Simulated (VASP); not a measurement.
Set up this calculation in VASP 6.6.1, as the native input.

* Task: single point
* Functional: PBEsol
* Potentials or basis: VASP PAW PBE potentials, release 64 (Ca_sv, P, As)
* Cutoff: 520 eV
* k mesh: 4 × 4 × 4
* Occupations: gaussian, width 0.01 eV
* Spin: no spin polarisation
* Dipole correction: no
* Further INCAR settings: ALGO = Normal; EDIFF = 1e-06; NBANDS = 28

The structure of Ca3AsP lies in POSCAR:

```
Ca3AsP
1.0
    5.3338990000      0.0000000000      0.0000000000
    0.0000000000      5.3338990000      0.0000000000
    0.0000000000      0.0000000000      5.3338990000
Ca P As
3 1 1
Direct
    0.0000000000      0.5000000000      0.5000000000
    0.5000000000      0.0000000000      0.5000000000
    0.5000000000      0.5000000000      0.0000000000
    0.5000000000      0.5000000000      0.5000000000
    0.0000000000      0.0000000000      0.0000000000
```

The input as run:

INCAR

```
PREC = Accurate
ENCUT = 520
EDIFF = 1E-6
ISMEAR = 0
SIGMA = 0.01
LREAL = F
LASPH = T
NELM = 80
ALGO = Normal
ISIF = 2
LWAVE = F
LCHARG = T
GGA = PS
LELF = T
LVHAR = T
NBANDS = 28
```

KPOINTS

```
Automatic mesh
0
Gamma
  4 4 4
```

Potentials or basis: VASP PAW PBE potentials, release 64 (Ca_sv, P, As).

Launch:

```console
$ cat potpaw_PBE.64/Ca_sv/POTCAR potpaw_PBE.64/P/POTCAR potpaw_PBE.64/As/POTCAR > POTCAR
$ mpirun -np 1 vasp_std > vasp.out
```

It gave:

```yaml
Pressure: -1.3 GPa
Band_gap_on_the_k_mesh: 0.12 eV
```

Caveat: the PAW data sets were made with another functional, which shifts forces and pressure a little.

Run time: 58 s on 1 thread of AMD EPYC 7R13, on a shared host, peak memory 0.22 GiB.
